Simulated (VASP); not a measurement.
Input of a VASP 6.6.1 run:

INCAR

```
ALGO     = Normal         # electronic algorithm
EDIFF    = 1E-6           # SCF threshold, eV
EDIFFG   = -0.01          # ionic threshold
ENCUT    = 600            # plane-wave cutoff, eV
GGA      = PE             # functional
IBRION   = 2              # ionic algorithm
ISIF     = 4              # what is computed and relaxed
ISMEAR   = 0              # smearing method
IVDW     = 12             # dispersion correction
LASPH    = True           # aspherical terms in the spheres
LCHARG   = False          # write CHGCAR
LREAL    = False          # projectors in reciprocal space
LWAVE    = False          # write WAVECAR
NELM     = 80             # most SCF steps
NSW      = 50             # ionic steps
PREC     = Accurate       # precision mode
SIGMA    = 0.1            # smearing width, eV
```

KPOINTS

```
k-points
0
Gamma
  18 18 10
```

The input POSCAR:

```
Si
1.0
    2.6103592103      0.0000000000      0.0000000000
   -1.3051796051      2.2606373891      0.0000000000
    0.0000000000      0.0000000000      4.4634429312
Si
2
Direct
    0.3333333333      0.6666666667      0.2500000000
    0.6666666667      0.3333333333      0.7500000000
```

Potentials or basis: VASP PAW PBE potentials, release 64 (Si).

Command:

```bash
$ cat potpaw_PBE.64/Si/POTCAR > POTCAR
$ mpirun -np 1 vasp_std > vasp.out
```

Problem. Predict the band gap on the k mesh.

Solution. Zero (bands 4 and 5 overlap by 13.70 eV).

Problem. Predict the dispersion energy per atom.

Solution. -0.472 eV.

Final structure:
```cif
data_structure
_symmetry_space_group_name_H-M 'P 1'
_symmetry_Int_Tables_number 1
_cell_length_a 2.6104
_cell_length_b 2.6104
_cell_length_c 4.4634
_cell_angle_alpha 90.000
_cell_angle_beta 90.000
_cell_angle_gamma 120.000
_cell_volume 26.34
loop_
_atom_site_label
_atom_site_type_symbol
_atom_site_fract_x
_atom_site_fract_y
_atom_site_fract_z
_atom_site_occupancy
Si1 Si 0.33333 0.66667 0.25000 1
Si2 Si 0.66667 0.33333 0.75000 1
```

Caveat: the relaxation stopped at its first step, so nothing moved.
